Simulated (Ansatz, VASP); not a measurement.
# Be: VASP beside Ansatz

```
CELL_PARAMETERS angstrom
1.12490 0.64946 5.35710
-1.12490 0.64946 5.35710
0.00000 -1.29892 5.35710
ATOMIC_POSITIONS crystal
Be 0.00000 0.00000 0.00000
Be 0.22162 0.22162 0.22162
Be 0.77838 0.77838 0.77838
```

Alike in both runs: functional PBEsol; k mesh 24 × 24 × 24; occupations gaussian, width 0.1 eV; no spin polarisation.

Ansatz relaxed the structure, and its values are those at the end. VASP's run is a single point on that final structure, the one shown.

|  | VASP | Ansatz |
| --- | --- | --- |
| version | VASP 6.6.1 | Ansatz 0.2.0 |
| potentials or method | VASP PAW PBE potentials, release 64 (Be), cutoff 520 eV | scalar-relativistic, plane waves, PAW |
| valence electrons in the cell | 6 | 6 |

|  | VASP | Ansatz | Ansatz less VASP |
| --- | --- | --- | --- |
| gap on the k mesh at the Fermi level (eV) | none | none | - |
| pressure (GPa) | 0.4 | 0.0 | -0.38 |

VASP's potentials were made for PBE, not for PBEsol. A gap of «none» marks a metal or a gap that the smearing closes.
